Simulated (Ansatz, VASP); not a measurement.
One calculation of GaSb, two programs

Contents of POSCAR:

```
GaSb
1.0
    0.0000000000      3.1885139498      3.1885139498
    3.1885139498      0.0000000000      3.1885139498
    3.1885139498      3.1885139498      0.0000000000
Ga Sb
1 1
Direct
    0.0000000000      0.0000000000      0.0000000000
    0.2500000000      0.2500000000      0.2500000000
```

Contents of INCAR.step1:

```
SYSTEM = GaSb
PREC = Accurate
ENCUT = 520
EDIFF = 1E-5
ISMEAR = -1
SIGMA = 0.02
LREAL = .False.
LASPH = .True.
NELM = 80
ALGO = Normal
ISIF = 2
LWAVE = .True.
LCHARG = .False.
NBANDS = 16
GGA = PE
```

File INCAR.step2:

```
SYSTEM = GaSb
PREC = Accurate
ENCUT = 520
EDIFF = 1E-6
ISMEAR = -1
SIGMA = 0.02
LREAL = .False.
LASPH = .True.
NELM = 80
ALGO = Normal
ISIF = 2
LWAVE = .False.
LCHARG = .False.
GGA = PE
LHFCALC = .True.
HFSCREEN = 0.2079
PRECFOCK = Normal
NBANDS = 16
ISTART = 1
```

KPOINTS

```
Automatic mesh
0
Gamma
  6 6 6
  0 0 0
```

Input for Ansatz:

```yaml
crystal:
  lattice:
    - [0.0, 3.1885139498, 3.1885139498]
    - [3.1885139498, 0.0, 3.1885139498]
    - [3.1885139498, 3.1885139498, 0.0]
  atoms:
    - { symbol: Ga, position: [0.0, 0.0, 0.0] }
    - { symbol: Sb, position: [0.25, 0.25, 0.25] }
kpoints:
  mp_grid: { grid: [6, 6, 6] }
  band_path:
    path:
      - [0.0, 0.0, 0.0]
      - [-0.5, -0.5, 0.0]
      - [-0.375, -0.375, 0.25]
      - [-0.375, 0.0, 0.375]
      - [0.0, 0.0, 0.5]
      - [-0.5, -0.25, 0.25]
    npoints: 1
hamiltonian:
  xc: hse06
scf:
  occupations: { method: fermi_dirac, width: 0.02 }
  n_extra_bands: 4
output:
  forces: true
  stress: true
  eigenvalues: true
```

Change from the starting cell: hydrostatic strain +4.0%.

Alike in both runs: task single point; functional HSE06; k mesh 6 × 6 × 6; occupations fermi-dirac, width 0.02 eV; no spin polarisation.

```csv
,VASP,Ansatz
version,VASP 6.6.1,Ansatz 0.2.0
potentials or method,"VASP PAW PBE potentials, release 64 (Ga_d, Sb)","plane waves, PAW"
plane-wave cutoff (eV),520,420
valence electrons in the cell,18,28
```

```csv
,VASP,Ansatz,Ansatz less VASP
pressure (GPa),-4.9,-4.5,+0.36
```

VASP's potentials hold 18 valence electrons a cell and Ansatz's 28, so a difference there can come from the potentials and not from the codes. Ansatz's warnings: filled band counts differ across k points, stress exchange threshold loose, stress scf threshold loose.

Neither program's run includes spin-orbit coupling.
